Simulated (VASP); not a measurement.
# BaTiO3: single point with b88 exchange, pbe correlation

The system is BaTiO3.

```
CELL_PARAMETERS angstrom
4.02629 0.00000 0.00000
0.00000 4.02629 0.00000
0.00000 0.00000 4.04461
ATOMIC_POSITIONS crystal
Ba 0.00000 0.00000 0.00000
Ti 0.50000 0.50000 0.49000
O 0.00000 0.50000 0.51700
O 0.50000 0.00000 0.51700
O 0.50000 0.50000 0.01900
```

| Quantity | Value |
| --- | --- |
| Program | VASP 6.6.1 |
| Task | single point |
| Functional | b88 exchange, pbe correlation |
| Potentials or basis | VASP PAW PBE potentials, release 64 (Ba_sv, Ti_sv, O) |
| Cutoff | 600 eV |
| k mesh | 7 × 7 × 7 |
| Occupations | fermi-dirac, width 0.05 eV |
| Spin | no spin polarisation |

```
Pressure               : 0.3 GPa
Largest force          : 0.408 eV/Å
Band gap on the k mesh : 1.83 eV (least direct gap 2.04 eV)
```

Forces on the atoms (eV/Å):
```
Ba   0.000  0.000  0.053
Ti   0.000  0.000 -0.215
O    0.000  0.000 -0.123
O    0.000  0.000 -0.123
O    0.000  0.000  0.408
```

Stress tensor (GPa, compression positive):
```
-0.03  0.00  0.00
 0.00 -0.03  0.00
 0.00  0.00  0.82
```

Levels at points of the mesh, in eV from the valence-band top:
```csv
k point,band 18,band 19,band 20,band 21,band 22,band 23
"(0.00, 0.00, 0.00)",-0.23,-0.21,-0.21,1.83,2.04,2.04
```

It took 47 s on 1 thread of AMD EPYC 9R45 96-Core Processor (Zen 5), on a shared host, peak memory 0.21 GiB.

Caveat: the PAW data sets were made with another functional, which shifts forces and pressure a little; spin-orbit coupling is left out, which moves the levels of the heavy elements. A k mesh can miss the band edges.
